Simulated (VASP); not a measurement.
Write the native input for VASP 6.6.1 that does the following.

| Item | Value |
| --- | --- |
| Task | relaxation of cell and atoms |
| Functional | PBE |
| Potentials or basis | VASP PAW PBE potentials, release 64 (Ti_sv, H) |
| Cutoff | 600 eV |
| k mesh | 14 × 14 × 14 |
| Occupations | gaussian, width 0.1 eV |
| Spin | no spin polarisation |
| Dipole correction | no |
| Further INCAR settings | ALGO = Normal; EDIFF = 1e-06; IBRION = 2; EDIFFG = -0.01; NSW = 100; ISIF = 3 |

The structure of TiH5 lies in POSCAR:

```
TiH5
1.0
   -1.8573317124      1.8573317124      2.3284762977
    1.8573317124     -1.8573317124      2.3284762977
    1.8573317124      1.8573317124     -2.3284762977
Ti H
1 5
Direct
    0.5000000000      0.5000000000      0.0000000000
    0.7500000000      0.2500000000      0.5000000000
    0.2500000000      0.7500000000      0.5000000000
    0.5000000000      0.0000000000      0.5000000000
    0.0000000000      0.5000000000      0.5000000000
    0.0000000000      0.0000000000      0.0000000000
```

The cell was generated, and may not be a known phase.

One way to write it, as run:

INCAR

```
  PREC = Accurate
  ENCUT = 600
  EDIFF = 1E-6
  ISMEAR = 0
  SIGMA = 0.1
  LREAL = False
  LASPH = True
  NELM = 80
  ALGO = Normal
  ISIF = 3
  LWAVE = False
  LCHARG = False
  GGA = PE
  IBRION = 2
  NSW = 100
  EDIFFG = -0.01
```

KPOINTS

```
Automatic mesh
0
Gamma
  14 14 14
```

Potentials or basis: VASP PAW PBE potentials, release 64 (Ti_sv, H).

Launch:

```sh
$ cat potpaw_PBE.64/Ti_sv/POTCAR potpaw_PBE.64/H/POTCAR > POTCAR
$ mpirun -np 1 vasp_std > vasp.out
```

Results of the run:

```yaml
Relaxed_volume: 5.37 Å³/atom
Relaxed_cell: a = 3.508 Å, b = 3.508 Å, c = 3.508 Å, α = 115.63°, β = 115.63°, γ = 97.74°
Space_group_after_relaxing_to_0.1_Å: I4/mmm (No. 139)
Energy_gained_by_relaxing: 0.4 meV/atom
Ionic_steps: 3
Pressure_after_relaxing: 0.1 GPa
Band_gap_on_the_k_mesh: zero (an odd number of electrons rules out a gap without spin polarisation)
```

Caveat: an odd number of electrons without spin polarisation forces a metal; a magnetic or distorted state may lie lower.

Run time: 4.4 min on 1 thread of Intel(R) Xeon(R) Platinum 8375C CPU @ 2.90GHz (Ice Lake), on a shared host, peak memory 0.26 GiB.
